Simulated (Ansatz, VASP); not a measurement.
Two plane-wave programs on Sb

```xyz
1
Lattice="3.0906 0.0000 0.0000 0.0000 3.0906 0.0000 0.0000 0.0000 3.0906" Properties=species:S:1:pos:R:3 pbc="T T T"
Sb    0.0000    0.0000    0.0000
```

Alike in both runs: task single point; functional PBEsol; k mesh 14 × 14 × 14; occupations gaussian, width 0.1 eV; no spin polarisation.

```csv
,VASP,Ansatz
version,VASP 6.6.1,Ansatz 0.2.0
potentials or method,"VASP PAW PBE potentials, release 64 (Sb), cutoff 520 eV","scalar-relativistic, plane waves, PAW"
valence electrons in the cell,5,15
```

|  | VASP | Ansatz | Ansatz less VASP |
| --- | --- | --- | --- |
| gap on the k mesh at the Fermi level (eV) | none | none | - |
| pressure (GPa) | -1.5 | -1.6 | -0.09 |

VASP's potentials were made for PBE, not for PBEsol. A gap of «none» marks a metal or a gap that the smearing closes. VASP's potentials hold 5 valence electrons a cell and Ansatz's 15, so a difference there can come from the potentials and not from the codes.

Spin-orbit coupling is off throughout.
